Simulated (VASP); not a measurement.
The system is Ga2P.

```
CELL_PARAMETERS angstrom
3.75862 0.00000 0.00000
0.00000 3.75862 0.00000
0.00000 0.00000 3.80061
ATOMIC_POSITIONS crystal
Ga 0.50000 0.00000 0.74132
Ga 0.00000 0.50000 0.25868
P 0.00000 0.00000 0.00000
```

The cell was generated, and may not be a known phase.

* Program: VASP 6.6.1
* Task: relaxation of cell and atoms
* Functional: PBE
* Potentials or basis: VASP PAW PBE potentials, release 64 (Ga_d, P)
* Cutoff: 600 eV
* k mesh: 4 × 4 × 4
* Occupations: gaussian, width 0.1 eV
* Spin: no spin polarisation

At the start: pressure 24.2 GPa; volume 17.90 Å³/atom.

Question: How do energy, volume and symmetry change on relaxing?

Answer: Over 11 steps the energy falls by 676.4 meV/atom and the volume is 20.33 Å³/atom (+13.6 %); space group P-4m2 (No. 115, to 0.1 Å) before and after.

The path:
```csv
step,energy change (eV),largest force (eV/Å),pressure (GPa),volume (Å³)
1,0.0000,3.8397,24.15,53.69
2,-1.4678,0.4233,-4.22,77.49
3,-1.5271,0.9385,-1.40,71.58
4,-1.5284,0.8807,-1.68,72.15
5,-1.6713,0.7823,-2.05,70.47
6,-1.9821,0.0863,-2.75,65.34
7,-1.9960,0.3083,-2.27,62.92
8,-2.0039,0.1314,-2.49,63.98
9,-2.0074,0.1001,2.69,58.34
10,-2.0281,0.0139,-0.01,60.95
11,-2.0292,0.0175,-0.03,61.00
```

Final structure:
```
Ga P
1.0
     3.76305    0.00000    0.00000
     0.00000    3.76305    0.00000
     0.00000    0.00000    4.30804
Ga P
2 1
Direct
  0.50000 0.00000 0.64791
  0.00000 0.50000 0.35209
  0.00000 0.00000 0.00000
```

Caveat: the k points lie up to 0.42 Å⁻¹ apart in the final cell, too coarse for converged energies and pressures of a metal.
